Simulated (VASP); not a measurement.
# WS2 in VASP: single point with PBEsol

Aim: the single point of WS2 with PBEsol.

Program: VASP 6.6.1. These are calculated values, not measurements. Logs are shortened: lines on timing, memory, paths and dates and some standing lists are left out, and cuts for length are marked.

**1. The cell of the first run**

The cell holds a slab with vacuum, 6 atoms: a = 3.183 Å, b = 3.183 Å, c = 23.669 Å, α = 90.00°, β = 90.00°, γ = 120.00°.

**2. Single point, PBEsol**

POSCAR

```
WS2
1.0
    3.1832090000      0.0000000000      0.0000000000
   -1.5916045000      2.7567398596      0.0000000000
    0.0000000000      0.0000000000     23.6687630000
W S
2 4
Direct
    0.3333330000      0.6666670000      0.6373180000
    0.6666670000      0.3333330000      0.3626820000
    0.3333330000      0.6666670000      0.2968160000
    0.6666670000      0.3333330000      0.5714420000
    0.3333330000      0.6666670000      0.4285580000
    0.6666670000      0.3333330000      0.7031840000
```

INCAR.step1

```
PREC = Accurate
ENCUT = 520
EDIFF = 1E-6
ISMEAR = -1
SIGMA = 0.1
LREAL = F
LASPH = T
NELM = 80
ALGO = Normal
ISIF = 2
LWAVE = F
LCHARG = T
LMAXMIX = 4
GGA = PS
NBANDS = 35
```

KPOINTS.step1

```
regular mesh
0
Gamma
  9 9 2
```

INCAR.step2

```
PREC = Accurate
ENCUT = 520
EDIFF = 1E-6
ISMEAR = -5
SIGMA = 0.1
LREAL = F
LASPH = T
NELM = 80
ALGO = Normal
ISIF = 2
LWAVE = F
LCHARG = F
LMAXMIX = 4
GGA = PS
LORBIT = 11
NEDOS = 1001
ICHARG = 11
```

KPOINTS.step2

```
regular mesh
0
Gamma
  14 14 3
```

Potentials or basis: VASP PAW PBE potentials, release 64 (W_sv, S).

Command:

```console
$ cat potpaw_PBE.64/W_sv/POTCAR potpaw_PBE.64/S/POTCAR > POTCAR
$ cp INCAR.step1 INCAR
$ cp KPOINTS.step1 KPOINTS
$ mpirun -np 1 vasp_std > vasp.out
$ cp INCAR.step2 INCAR
$ cp KPOINTS.step2 KPOINTS
$ mpirun -np 1 vasp_std > vasp.out
```

OUTCAR:

```text
PREC = Accurate
   ENCUT = 520
   EDIFF = 1E-6
   ISMEAR = -5
   LREAL = F
   LASPH = T
   NELM = 80
   ISIF = 2
   GGA = PS
   LORBIT = 11
   ICHARG = 11

 ion  position               nearest neighbor table
   1  0.333  0.667  0.637-   6 2.41   6 2.41   6 2.41   4 2.41   4 2.41   4 2.41
   2  0.667  0.333  0.363-   3 2.41   3 2.41   3 2.41   5 2.41   5 2.41   5 2.41
   3  0.333  0.667  0.297-   2 2.41   2 2.41   2 2.41
   4  0.667  0.333  0.571-   1 2.41   1 2.41   1 2.41
   5  0.333  0.667  0.429-   2 2.41   2 2.41   2 2.41
   6  0.667  0.333  0.703-   1 2.41   1 2.41   1 2.41

  LATTYP: Found a hexagonal cell.
 ALAT       =     3.1832090000
 C/A-ratio  =     7.4355039207

  Lattice vectors:

 A1 = (   3.1832090000,   0.0000000000,   0.0000000000)
 A2 = (  -1.5916045000,   2.7567398596,   0.0000000000)
 A3 = (   0.0000000000,   0.0000000000,  23.6687630000)

Analysis of symmetry for initial positions (statically):
=====================================================================
 Subroutine PRICEL returns:
 Original cell was already a primitive cell.

 Routine SETGRP: Setting up the symmetry group for a
 hexagonal supercell.

 Subroutine GETGRP returns: Found 12 space group operations
 (whereof 12 operations were pure point group operations)
 out of a pool of 24 trial point group operations.

The static configuration has the point symmetry D_3d.

Analysis of symmetry for dynamics (positions and initial velocities):
=====================================================================
 Subroutine PRICEL returns:
 Original cell was already a primitive cell.

 Routine SETGRP: Setting up the symmetry group for a
 hexagonal supercell.

 Subroutine GETGRP returns: Found 12 space group operations
 (whereof 12 operations were pure point group operations)
 out of a pool of 24 trial point group operations.

The dynamic configuration has the point symmetry D_3d.

 Subroutine INISYM returns: Found 12 space group operations
 (whereof 12 operations are pure point group operations),
 and found     1 'primitive' translations

----------------------------------------------------------------------------------------

                                     Primitive cell

  volume of cell :     207.7000

  direct lattice vectors                    reciprocal lattice vectors
[... 109 lines left out ...]
   NUPDOWN=      -1.0000    fix difference up-down
   EMIN   =  10.00;   EMAX   =-10.00  energy-range for DOS
   EFERMI =   0.00;   METHOD = LEGACY
   ISMEAR =    -5;   SIGMA  =   0.10  broadening in eV -4-tet -1-fermi 0-gaus
   EFERMI_NEDOS =   21; number of points for ismear=-14 and -15
   IALGO  =     38    algorithm
   IMIX   =      4    mixing-type and parameters
     AMIX     =   0.40;   BMIX     =  1.00
     AMIX_MAG =   1.60;   BMIX_MAG =  1.00
  volume/ion in A,a.u.               =      34.62       233.60
  Fermi-wavevector in a.u.,A,eV,Ry     =   1.031804  1.949826 14.485021  1.064619
  Thomas-Fermi vector in A             =   2.165970
   LORBIT       =     11    0 simple, 1 ext, 2 COOP (PROOUT), +10 PAW based schemes
   GGA     = PS    functional components
   LHFCALC =     F    Hartree Fock is set to
   AEXX    =    0.0000 exact exchange contribution
   IVDW    =     0    specifies the selected vdW correction
   LEPSILON=     F    determine dielectric tensor
   LRPA    =     F    only Hartree local field effects (RPA)
 non-spin polarized calculation
 Fermi weights with tetrahedron method with Bloechl corrections
  energy-cutoff  :      520.00
  volume of cell :      207.70
 maximum number of plane-waves:      5634

 number of electron      52.0000000 magnetization

 Free energy of the ion-electron system (eV)
  ---------------------------------------------------
  ext. energy  EPLUGINS =         0.00000000
  ---------------------------------------------------
  free energy    TOTEN  =       -50.49654687 eV

  energy without entropy =      -50.49654687  energy(sigma->0) =      -50.49654687

 E-fermi :   0.9707     XC(G=0):  -6.1851

 val. band max:        0.9703682081   @ k =   0.0000   0.0000   0.3333
 cond. band min:       2.5371864585   @ k =   0.3571   0.2857   0.0000
 fundamental gap:      1.5668182504
 Fermi energy:         0.9707493392

 k-point     1 :       0.0000    0.0000    0.0000
  band No.  band energies     occupation
      1     -73.3032      2.00000
      2     -73.3032      2.00000
      3     -37.5498      2.00000
      4     -37.5498      2.00000
      5     -37.3966      2.00000
      6     -37.3966      2.00000
[... 805 lines left out ...]
     30       4.2416      0.00000
     31       4.6178      0.00000

 [... further k-points ...]

------------------------ aborting loop because EDIFF is reached ----------------------------------------

  FORCE on cell =-STRESS in cart. coord.  units (eV):
  Direction    XX          YY          ZZ          XY          YZ          ZX
  --------------------------------------------------------------------------------------
  -------------------------------------------------------------------------------------
  Total       -2.4821624     -2.4821624     -0.6821372      0.0000000      0.0000000      0.0000000
  in kB      -19.1471558    -19.1471558     -5.2619392      0.0000000      0.0000000      0.0000000
  external PRESSURE =     -14.5187503 kB  Pullay stress =       0.0000000 kB

 VOLUME and BASIS-vectors are now :
 -----------------------------------------------------------------------------
  energy-cutoff  :      520.00
  volume of cell :      207.70
      direct lattice vectors                 reciprocal lattice vectors
     3.183209000  0.000000000  0.000000000     0.314148396  0.181373661  0.000000000
    -1.591604500  2.756739860  0.000000000     0.000000000  0.362747321  0.000000000
     0.000000000  0.000000000 23.668763000     0.000000000  0.000000000  0.042249779

 POSITION                                       TOTAL-FORCE (eV/Angst)
 -----------------------------------------------------------------------------------
     -0.00000      1.83783     15.08453         0.000000     -0.000000      0.007021
      1.59161      0.91891      8.58423        -0.000000      0.000000     -0.007021
     -0.00000      1.83783      7.02527        -0.000000      0.000000      0.093281
      1.59161      0.91891     13.52533         0.000000     -0.000000      0.068567
     -0.00000      1.83783     10.14344        -0.000000      0.000000     -0.068567
      1.59161      0.91891     16.64350         0.000000      0.000000     -0.093281
 -----------------------------------------------------------------------------------
    total drift:                               -0.000000      0.000000      0.000000

  FREE ENERGIE OF THE ION-ELECTRON SYSTEM (eV)
  ---------------------------------------------------
  free  energy   TOTEN  =       -50.4965468699 eV

  energy  without entropy=      -50.4965468699  energy(sigma->0) =      -50.49654687

 total charge

# of ion       s       p       d       tot
------------------------------------------
    1        2.323   6.328   3.390  12.040
    2        2.323   6.328   3.390  12.040
    3        1.351   2.345   0.000   3.696
    4        1.352   2.342   0.000   3.694
    5        1.352   2.342   0.000   3.694
    6        1.351   2.345   0.000   3.696
--------------------------------------------------
tot         10.052  22.031   6.779  38.862
```

Run time: 4.1 min. Hardware: 1 thread of AMD EPYC 9R45 (Zen 5), shared host; peak memory 0.48 GiB.

What came out:

```yaml
Valence_electrons_inside_the_program's_atomic_spheres: W 12.04; S 3.70, 3.69 (each value once)
```

Caveat: the PAW data sets were made with another functional, which shifts forces and pressure a little; spin-orbit coupling is left out, which moves the levels of the heavy elements.
